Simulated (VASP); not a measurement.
# Ca (P6_3/mmc) in VASP: a series of runs

Runs on Ca. Level: PBE. Tasks: single point.

All numbers are computed with VASP 6.6.1; they aren't measurements. Logs are shortened: lines on timing, memory, paths and dates and some standing lists are left out, and cuts for length are marked.

### 1 The cell of the first run

It takes space group P6_3/mmc (No. 194, hexagonal). Conventional cell: a = 3.736 Å, b = 3.736 Å, c = 6.168 Å, α = 90.00°, β = 90.00°, γ = 120.00°. Ca (site symmetry -6m2) has 12 Ca at 3.74 to 3.76 Å within 4.9 Å.

### 2 Single point, PBE (volume scaled by 0.88, then relaxed in part)

Input file INCAR:

```
SYSTEM = Ca
  ALGO = Fast
  EDIFF = 1E-6
  ENCUT = 520
  GGA = PE
  ISIF = 2
  ISMEAR = 0
  LASPH = .TRUE.
  LCHARG = .FALSE.
  LREAL = .FALSE.
  LWAVE = .FALSE.
  NBANDS = 17
  NELM = 80
  PREC = Accurate
  SIGMA = 0.1
```

Input file KPOINTS:

```
k-points
0
G
  12 12 8
  0 0 0
```

Input file POSCAR:

```
Ca
1.0
    3.7364701792      0.0000000000      0.0000000000
   -1.8682350896      3.2358780957      0.0000000000
    0.0000000000      0.0000000000      6.1684584579
Ca
2
Direct
    0.3333333333      0.6666666667      0.2500000000
    0.6666666667      0.3333333333      0.7500000000
```

Potentials or basis: VASP PAW PBE potentials, release 64 (Ca_sv).

Command:

```bash
cat potpaw_PBE.64/Ca_sv/POTCAR > POTCAR
mpirun -np 1 vasp_std > vasp.out
```

OUTCAR:

```text
SYSTEM = Ca
   EDIFF = 1E-6
   ENCUT = 520
   GGA = PE
   ISIF = 2
   ISMEAR = 0
   LASPH = .TRUE.
   LREAL = .FALSE.
   NELM = 80
   PREC = Accurate

 ion  position               nearest neighbor table
   1  0.333  0.667  0.250-
   2  0.667  0.333  0.750-

  LATTYP: Found a hexagonal cell.
 ALAT       =     3.7364701792
 C/A-ratio  =     1.6508785463

  Lattice vectors:

 A1 = (   3.7364701792,   0.0000000000,   0.0000000000)
 A2 = (  -1.8682350896,   3.2358780957,   0.0000000000)
 A3 = (   0.0000000000,   0.0000000000,   6.1684584579)

Analysis of symmetry for initial positions (statically):
=====================================================================
 Subroutine PRICEL returns:
 Original cell was already a primitive cell.

 Routine SETGRP: Setting up the symmetry group for a
 hexagonal supercell.

 Subroutine GETGRP returns: Found 24 space group operations
 (whereof 12 operations were pure point group operations)
 out of a pool of 24 trial point group operations.

The static configuration has the point symmetry D_3d.
 The point group associated with its full space group is D_6h.

Analysis of symmetry for dynamics (positions and initial velocities):
=====================================================================
 Subroutine PRICEL returns:
 Original cell was already a primitive cell.

 Routine SETGRP: Setting up the symmetry group for a
 hexagonal supercell.

 Subroutine GETGRP returns: Found 24 space group operations
 (whereof 12 operations were pure point group operations)
 out of a pool of 24 trial point group operations.

The dynamic configuration has the point symmetry D_3d.
 The point group associated with its full space group is D_6h.

 Subroutine INISYM returns: Found 24 space group operations
 (whereof 12 operations are pure point group operations),
 and found     1 'primitive' translations

----------------------------------------------------------------------------------------

                                     Primitive cell

  volume of cell :      74.5814

  direct lattice vectors                    reciprocal lattice vectors
     3.736470179  0.000000000  0.000000000     0.267632271  0.154517564  0.000000000
    -1.868235090  3.235878096  0.000000000     0.000000000  0.309035128  0.000000000
     0.000000000  0.000000000  6.168458458     0.000000000  0.000000000  0.162115058

  length of vectors
[... 80 lines left out ...]
   ENCUT  =  520.0 eV  38.22 Ry    6.18 a.u.   6.95  6.95 11.47*2*pi/ulx,y,z
   NELM   =     80;   NELMIN=  2; NELMDL= -5     # of ELM steps
   EDIFF  = 0.1E-05   stopping-criterion for ELM
   LREAL  =      F    real-space projection
   EDIFFG = 0.1E-04   stopping-criterion for IOM
   NSW    =      0    number of steps for IOM
   IBRION =     -1    ionic relax: 0-MD 1-quasi-New 2-CG
   NFREE  =      0    steps in history (QN), initial steepest desc. (CG)
   ISIF   =      2    stress and relaxation
   ISYM   =      2    0-nonsym 1-usesym 2-fastsym
   POTIM  = 0.5000    time-step for ionic-motion
   TEBEG  =    0.0;   TEEND  =   0.0 temperature during run
   PSTRESS=    0.0 pullay stress
   NELECT =      20.0000    total number of electrons
   NUPDOWN=      -1.0000    fix difference up-down
   EMIN   =  10.00;   EMAX   =-10.00  energy-range for DOS
   EFERMI =   0.00;   METHOD = LEGACY
   ISMEAR =     0;   SIGMA  =   0.10  broadening in eV -4-tet -1-fermi 0-gaus
   EFERMI_NEDOS =   21; number of points for ismear=-14 and -15
   IALGO  =     68    algorithm
   IMIX   =      4    mixing-type and parameters
     AMIX     =   0.40;   BMIX     =  1.00
     AMIX_MAG =   1.60;   BMIX_MAG =  1.00
  volume/ion in A,a.u.               =      37.29       251.65
  Fermi-wavevector in a.u.,A,eV,Ry     =   1.055702  1.994988 15.163788  1.114507
  Thomas-Fermi vector in A             =   2.190910
   LORBIT       =      0    0 simple, 1 ext, 2 COOP (PROOUT), +10 PAW based schemes
   GGA     = PE    functional components
   LHFCALC =     F    Hartree Fock is set to
   AEXX    =    0.0000 exact exchange contribution
   IVDW    =     0    specifies the selected vdW correction
   LEPSILON=     F    determine dielectric tensor
   LRPA    =     F    only Hartree local field effects (RPA)
 non-spin polarized calculation
 RMM-DIIS sequential band-by-band and
 Gauss-broadening in eV      SIGMA  =   0.10
  energy-cutoff  :      520.00
  volume of cell :       74.58
 maximum number of plane-waves:      2027
 NGX is ok and might be reduce to    28
   NGX = 13   NGY = 13   NGZ = 23

 number of electron      20.0000001 magnetization

 Free energy of the ion-electron system (eV)
  ---------------------------------------------------
  ext. energy  EPLUGINS =         0.00000000
  ---------------------------------------------------
  free energy    TOTEN  =        -3.77609977 eV

  energy without entropy =       -3.76691076  energy(sigma->0) =       -3.77150526

 E-fermi :   2.5385     XC(G=0):  -8.1276

 val. band max:        2.5164268573   @ k =   0.1667   0.1667   0.0000
 cond. band min:       2.5455314511   @ k =   0.3333   0.1667   0.0000
 fundamental gap:      0.0291045938
 Fermi energy:         2.5384531610

 k-point     1 :       0.0000    0.0000    0.0000
  band No.  band energies     occupation
      1     -39.2473      2.00000
      2     -39.2242      2.00000
      3     -20.3472      2.00000
      4     -20.1736      2.00000
      5     -20.1736      2.00000
      6     -20.1461      2.00000
[... 457 lines left out ...]
      4     -20.2810      2.00000
      5     -20.2662      2.00000
      6     -20.2098      2.00000
[... 9 lines left out ...]
     16       6.1035      0.00000
     17       6.2800      0.00000

 [... further k-points ...]

------------------------ aborting loop because EDIFF is reached ----------------------------------------

  FORCE on cell =-STRESS in cart. coord.  units (eV):
  Direction    XX          YY          ZZ          XY          YZ          ZX
  --------------------------------------------------------------------------------------
  -------------------------------------------------------------------------------------
  Total        1.2621253      1.2621253      1.2988438      0.0000000     -0.0000000      0.0000000
  in kB       27.1133217     27.1133217     27.9021194      0.0000000     -0.0000000      0.0000000
  external PRESSURE =      27.3762543 kB  Pullay stress =       0.0000000 kB

 VOLUME and BASIS-vectors are now :
 -----------------------------------------------------------------------------
  energy-cutoff  :      520.00
  volume of cell :       74.58
      direct lattice vectors                 reciprocal lattice vectors
     3.736470179  0.000000000  0.000000000     0.267632271  0.154517564  0.000000000
    -1.868235090  3.235878096  0.000000000     0.000000000  0.309035128  0.000000000
     0.000000000  0.000000000  6.168458458     0.000000000  0.000000000  0.162115058

 POSITION                                       TOTAL-FORCE (eV/Angst)
 -----------------------------------------------------------------------------------
     -0.00000      2.15725      1.54211        -0.000000      0.000000      0.000000
      1.86824      1.07863      4.62634         0.000000     -0.000000      0.000000
 -----------------------------------------------------------------------------------
    total drift:                                0.000000     -0.000000      0.000000

  FREE ENERGIE OF THE ION-ELECTRON SYSTEM (eV)
  ---------------------------------------------------
  free  energy   TOTEN  =        -3.7760997663 eV

  energy  without entropy=       -3.7669107625  energy(sigma->0) =       -3.77150526
```

stdout:

```text
POSCAR found type information on POSCAR Ca
 POSCAR found :  1 types and       2 ions
 scaLAPACK will be used
 LDA part: xc-table for (Slater+PW92), standard interpolation
 POSCAR, INCAR and KPOINTS ok, starting setup
 FFT: planning ... GRIDC
 FFT: planning ... GRID_SOFT
 FFT: planning ... GRID
 WAVECAR not read
 entering main loop
```

It took 55 s on 1 thread of Intel Xeon 6975P-C (Granite Rapids), shared host; peak memory 0.25 GiB.

Results:

- Free energy: -3.7761 eV
- Pressure: 2.7 GPa
- Band gap on the k mesh: zero (band 10 reaches 2.73 eV, above the bottom of band 11 at 2.32 eV)

### 3 Single point, PBE (volume scaled by 0.91, then relaxed in part)

Input file INCAR:

```
SYSTEM = Ca
ALGO = Normal
EDIFF = 1E-6
ENCUT = 520
GGA = PE
ISIF = 2
ISMEAR = 0
LASPH = .TRUE.
LCHARG = .FALSE.
LREAL = .FALSE.
LWAVE = .FALSE.
NBANDS = 17
NELM = 80
PREC = Accurate
SIGMA = 0.1
```

KPOINTS is that of step 2.

Input file POSCAR:

```
Ca
1.0
    3.7813025031      0.0000000000      0.0000000000
   -1.8906512515      3.2747040270      0.0000000000
    0.0000000000      0.0000000000      6.2283865919
Ca
2
Direct
    0.3333333333      0.6666666667      0.2500000000
    0.6666666667      0.3333333333      0.7500000000
```

Potentials or basis: VASP PAW PBE potentials, release 64 (Ca_sv).

Command:

```bash
cat potpaw_PBE.64/Ca_sv/POTCAR > POTCAR
mpirun -np 1 vasp_std > vasp.out
```

Run time: 46 s. Hardware: 1 thread of Intel Xeon 6975P-C (Granite Rapids), shared host; peak memory 0.24 GiB.

The run converged. Its results:

| Item | Value |
| --- | --- |
| Free energy | -3.8135 eV |
| Pressure | 1.9 GPa |
| Band gap on the k mesh | zero (band 10 reaches 2.60 eV, above the bottom of band 11 at 2.17 eV) |

Stress tensor (GPa, compression positive):
```
1.90 0.00 0.00
0.00 1.90 0.00
0.00 0.00 1.99
```

Levels at points of the mesh, in eV from the Fermi level:
| k point | band 6 | band 7 | band 8 | band 9 | band 10 | band 11 | band 12 | band 13 | band 14 | band 15 |
| --- | --- | --- | --- | --- | --- | --- | --- | --- | --- | --- |
| (0.00, 0.00, 0.00) | -22.77 | -22.77 | -22.76 | -4.25 | -1.13 | -0.19 | 2.34 | 2.38 | 2.38 | 2.72 |
| (0.50, 0.00, 0.00) | -22.84 | -22.80 | -22.80 | -1.15 | -0.70 | 0.11 | 0.31 | 1.43 | 2.01 | 2.30 |
| (0.00, 0.00, 0.50) | -22.78 | -22.78 | -22.78 | -3.17 | -3.17 | 1.39 | 1.39 | 2.37 | 2.37 | 2.37 |
| (0.50, 0.00, 0.50) | -22.82 | -22.81 | -22.81 | -0.77 | -0.77 | 0.16 | 0.16 | 1.47 | 1.47 | 3.04 |

### 4 Single point, PBE (volume scaled by 0.94, then relaxed in part)

Input file INCAR:

```
  ALGO = Fast
  EDIFF = 1E-7
  ENCUT = 520
  GGA = PE
  ISIF = 2
  ISMEAR = 0
  LASPH = True
  LCHARG = False
  LREAL = False
  LWAVE = False
  NBANDS = 17
  NELM = 100
  PREC = Accurate
  SIGMA = 0.1
```

Input file KPOINTS:

```
k-points
0
Gamma
  12 12 8
```

Input file POSCAR:

```
Ca
1.0
    3.8256793270      0.0000000000      0.0000000000
   -1.9128396635      3.3131354839      0.0000000000
    0.0000000000      0.0000000000      6.2853249923
Ca
2
Direct
    0.3333333333      0.6666666667      0.2500000000
    0.6666666667      0.3333333333      0.7500000000
```

Command:

```bash
cat potpaw_PBE.64/Ca_sv/POTCAR > POTCAR
mpirun -np 1 vasp_std > vasp.out
```

Wall time 70 s (1 thread of Intel Xeon 6975P-C (Granite Rapids), shared host); peak memory 0.25 GiB.

The run converged. Its results:

* Free energy: -3.8386 eV
* Pressure: 1.2 GPa
* Band gap on the k mesh: zero (band 10 reaches 2.49 eV, above the bottom of band 11 at 2.03 eV)

Stress tensor (GPa, compression positive):
```
1.16 0.00 0.00
0.00 1.16 0.00
0.00 0.00 1.29
```

Levels at points of the mesh, in eV from the Fermi level:
| k point | band 8 | band 9 | band 10 | band 11 | band 12 | band 13 |
| --- | --- | --- | --- | --- | --- | --- |
| (0.00, 0.00, 0.00) | -22.84 | -4.20 | -1.11 | -0.21 | 2.31 | 2.34 |
| (0.50, 0.00, 0.00) | -22.87 | -1.15 | -0.71 | 0.14 | 0.32 | 1.40 |
| (0.00, 0.00, 0.50) | -22.86 | -3.14 | -3.14 | 1.38 | 1.38 | 2.33 |
| (0.50, 0.00, 0.50) | -22.89 | -0.75 | -0.75 | 0.12 | 0.12 | 1.45 |

### 5 Single point, PBE (volume scaled by 0.97, then relaxed in part)

Input file INCAR:

```
SYSTEM = Ca
ALGO = Normal
EDIFF = 1E-7
ENCUT = 520
GGA = PE
ISIF = 2
ISMEAR = 0
LASPH = .True.
LCHARG = .True.
LELF = .True.
LREAL = .False.
LVHAR = .True.
LWAVE = .False.
NBANDS = 17
NELM = 60
PREC = Accurate
SIGMA = 0.1
```

Input file KPOINTS:

```
k-points
0
Gamma
  12 12 8
  0 0 0
```

Input file POSCAR:

```
Ca
1.0
    3.8659525953      0.0000000000      0.0000000000
   -1.9329762976      3.3480131573      0.0000000000
    0.0000000000      0.0000000000      6.3514911703
Ca
2
Direct
    0.3333333333      0.6666666667      0.2500000000
    0.6666666667      0.3333333333      0.7500000000
```

Command:

```bash
cat potpaw_PBE.64/Ca_sv/POTCAR > POTCAR
mpirun -np 1 vasp_std > vasp.out
```

Wall time 53 s (1 thread of Intel Xeon 6975P-C (Granite Rapids), shared host); peak memory 0.26 GiB.

The run converged. Its results:

| Property | Result |
| --- | --- |
| Free energy | -3.8530 eV |
| Pressure | 0.6 GPa |
| Band gap on the k mesh | zero (band 10 reaches 2.37 eV, above the bottom of band 11 at 1.90 eV) |

Levels at points of the mesh, in eV from the Fermi level:
| k point | band 6 | band 7 | band 8 | band 9 | band 10 | band 11 | band 12 | band 13 | band 14 | band 15 |
| --- | --- | --- | --- | --- | --- | --- | --- | --- | --- | --- |
| (0.00, 0.00, 0.00) | -22.93 | -22.93 | -22.92 | -4.14 | -1.09 | -0.23 | 2.27 | 2.30 | 2.30 | 2.61 |
| (0.50, 0.00, 0.00) | -22.98 | -22.95 | -22.95 | -1.15 | -0.72 | 0.16 | 0.34 | 1.36 | 1.92 | 2.22 |
| (0.00, 0.00, 0.50) | -22.94 | -22.94 | -22.94 | -3.11 | -3.11 | 1.37 | 1.37 | 2.29 | 2.29 | 2.29 |
| (0.50, 0.00, 0.50) | -22.97 | -22.96 | -22.96 | -0.73 | -0.73 | 0.09 | 0.09 | 1.44 | 1.44 | 2.90 |

### 6 The runs side by side

| cell | gap on the mesh (eV) | pressure (GPa) |
| --- | --- | --- |
| a = 3.736, b = 3.736, c = 6.168 Å, angles 90.0, 90.0, 120.0°, 2 atoms | none | 2.7 |
| a = 3.781, b = 3.781, c = 6.228 Å, angles 90.0, 90.0, 120.0°, 2 atoms | none | 1.9 |
| a = 3.826, b = 3.826, c = 6.285 Å, angles 90.0, 90.0, 120.0°, 2 atoms | none | 1.2 |
| a = 3.866, b = 3.866, c = 6.351 Å, angles 90.0, 90.0, 120.0°, 2 atoms | none | 0.6 |

Alike in all rows: task single point; level PBE; potentials or basis VASP PAW PBE potentials, release 64 (Ca_sv); no spin polarisation; k mesh 12 × 12 × 8; cutoff (eV) 520; smearing gaussian 0.1 eV.

Absolute energies hang on the potentials; compare differences alone.
